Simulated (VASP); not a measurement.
A run of VASP 6.6.1 is set up as follows.

POSCAR

```
Ag
1.0
    0.0000000000      2.0828140930      2.0828140930
    2.0828140930      0.0000000000      2.0828140930
    2.0828140930      2.0828140930      0.0000000000
Ag
1
Direct
    0.0000000000      0.0000000000      0.0000000000
```

File INCAR.step1:

```
PREC = Accurate
ENCUT = 520
EDIFF = 1E-5
ISMEAR = -1
SIGMA = 0.05
LREAL = F
LASPH = T
NELM = 60
ALGO = Normal
ISIF = 2
LWAVE = T
LCHARG = F
NBANDS = 12
GGA = PE
```

File INCAR.step2:

```
PREC = Accurate
ENCUT = 520
EDIFF = 1E-6
ISMEAR = -1
SIGMA = 0.05
LREAL = F
LASPH = T
NELM = 60
ALGO = Normal
ISIF = 2
LWAVE = F
LCHARG = F
METAGGA = R2SCAN
LHFCALC = T
AEXX = 0.25
LMIXTAU = T
PRECFOCK = Normal
NBANDS = 12
ISTART = 1
```

Contents of KPOINTS:

```
regular mesh
0
Gamma
  6 6 6
```

Potentials or basis: VASP PAW PBE potentials, release 64 (Ag).

Launch:

```console
$ cat potpaw_PBE.64/Ag/POTCAR > POTCAR
$ cp INCAR.step1 INCAR
$ mpirun -np 1 vasp_std > vasp.out
$ cp INCAR.step2 INCAR
$ mpirun -np 1 vasp_std > vasp.out
```

Task: Estimate the pressure.

Result: -1.5 GPa.

Caveat: the k points lie up to 0.44 Å⁻¹ apart; the PAW data sets were made with another functional, which shifts forces and pressure a little.
